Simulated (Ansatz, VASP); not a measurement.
# Sn2Se: VASP beside Ansatz

Contents of INCAR:

```
PREC = Accurate
ENCUT = 520
EDIFF = 1E-6
ISMEAR = 0
SIGMA = 0.1
LREAL = F
LASPH = T
NELM = 80
ALGO = Normal
ISIF = 2
LWAVE = F
LCHARG = F
GGA = PE
NBANDS = 24
```

The input KPOINTS:

```
Automatic mesh
0
Gamma
  6 6 4
```

POSCAR

```
Sn2Se
1.0
    4.4408332600      0.0000000000      0.0000000000
   -2.2204166300      3.8458744200      0.0000000000
    0.0000000000      0.0000000000      4.8002724900
Sn Se
2 1
Direct
    0.3333333300      0.6666666700      0.5000000000
    0.6666666700      0.3333333300      0.5000000000
    0.0000000000      0.0000000000      0.0000000000
```

Input for Ansatz:

```yaml
crystal:
  lattice:
    - [4.44083326, 0.0, 0.0]
    - [-2.22041663, 3.84587442, 0.0]
    - [0.0, 0.0, 4.80027249]
  atoms:
    - { symbol: Sn, position: [0.33333333, 0.66666667, 0.5] }
    - { symbol: Sn, position: [0.66666667, 0.33333333, 0.5] }
    - { symbol: Se, position: [0.0, 0.0, 0.0] }
basis:
  ecutwfc: 420
kpoints:
  mp_grid: { grid: [6, 6, 4] }
hamiltonian:
  xc: pbe
scf:
  occupations: { method: gaussian, width: 0.1 }
  lower_state_search: "off"
output:
  forces: true
  stress: true
  eigenvalues: true
```

Change from the starting cell: species swapped into the YSi2 type (P6/mmm, No. 191).

Alike in both runs: task single point; functional PBE; k mesh 6 × 6 × 4; occupations gaussian, width 0.1 eV; no spin polarisation.

|  | VASP | Ansatz |
| --- | --- | --- |
| version | VASP 6.6.1 | Ansatz 0.2.0 |
| potentials or method | VASP PAW PBE potentials, release 64 (Sn_d, Se), cutoff 520 eV | scalar-relativistic, plane waves, PAW |
| valence electrons in the cell | 34 | 44 |

VASP gave:

| Property | Result |
| --- | --- |
| gap on the k mesh at the Fermi level (eV) | none |
| pressure (GPa) | 10.7 |
| traceless stress, the component that is largest in VASP (GPa) | -14.77 |

Task: Which values does Ansatz return?

Result: gap on the k mesh at the Fermi level (eV): none; pressure (GPa): 10.8; traceless stress, the component that is largest in VASP (GPa): -14.82.

A gap of «none» marks a metal or a gap that the smearing closes. The functional is the same, so the differences come from potentials, cutoffs and numerics. VASP's potentials hold 34 valence electrons a cell and Ansatz's 44, so a difference there can come from the potentials and not from the codes.
